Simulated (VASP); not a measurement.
Input of a VASP 6.6.1 run:

The input INCAR:

```
PREC = Accurate
ENCUT = 600
EDIFF = 1E-6
ISMEAR = 1
SIGMA = 0.5
LREAL = False
LASPH = True
NELM = 120
ALGO = Normal
ISIF = 2
LWAVE = False
LCHARG = False
GGA = PE
NBANDS = 27
GGA_COMPAT = False
```

File KPOINTS:

```
regular mesh
0
Gamma
  4 4 4
```

The input POSCAR:

```
Cu3N
1.0
    3.7893700817      0.0000000000      0.0000000000
    0.0000000000      3.7893700817      0.0000000000
    0.0000000000      0.0000000000      3.7893700817
Cu N
3 1
Direct
    0.5000000000      0.0000000000      0.0000000000
    0.0000000000      0.5000000000      0.0000000000
    0.0000000000      0.0000000000      0.5000000000
    0.0000000000      0.0000000000      0.0000000000
```

Potentials or basis: VASP PAW PBE potentials, release 64 (Cu, N).

Run with:

```console
$ cat potpaw_PBE.64/Cu/POTCAR potpaw_PBE.64/N/POTCAR > POTCAR
$ mpirun -np 1 vasp_std > vasp.out
```

(1) Predict the band gap on the k mesh.

(2) Predict the pressure.

Results:

(1) 0.14 eV (least direct gap 0.68 eV).

(2) 4.9 GPa.

Caveat: the cell stands under pressure; semilocal functionals underestimate gaps, and a narrow one can read as zero.
